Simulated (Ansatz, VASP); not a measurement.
**Ti in VASP and in Ansatz**

```xyz
2
Lattice="0.0000 -3.2102 0.0000 -3.2102 0.0000 0.0000 0.0000 0.0000 -3.2102" Properties=species:S:1:pos:R:3 pbc="T T T"
Ti   -1.6051   -1.6051   -1.4301
Ti    0.0000    0.0000   -0.1750
```

Change from the starting cell: mode 4 (225.9 1/cm) frozen in, largest displacement +0.175 Å.

Alike in both runs: task single point; functional PBEsol; k mesh 18 × 18 × 18; occupations gaussian, width 0.15 eV; no spin polarisation.

|  | VASP | Ansatz |
| --- | --- | --- |
| version | VASP 6.6.1 | Ansatz 0.2.0 |
| potentials or method | VASP PAW PBE potentials, release 64 (Ti_sv), cutoff 520 eV | scalar-relativistic, plane waves, PAW |
| valence electrons in the cell | 24 | 24 |

|  | VASP | Ansatz | Ansatz less VASP |
| --- | --- | --- | --- |
| gap on the k mesh at the Fermi level (eV) | none | none | - |
| pressure (GPa) | 2.5 | 2.7 | +0.22 |
| traceless stress, the component that is largest in VASP (GPa) | -3.35 | -3.37 | -0.021 |
| rms of the force components (eV/Å) | 0.981 | 0.981 | +0.0005 |

VASP's potentials were made for PBE, not for PBEsol. Atom by atom the forces differ by 0.000 eV/Å (rms over components). A gap of «none» marks a metal or a gap that the smearing closes.
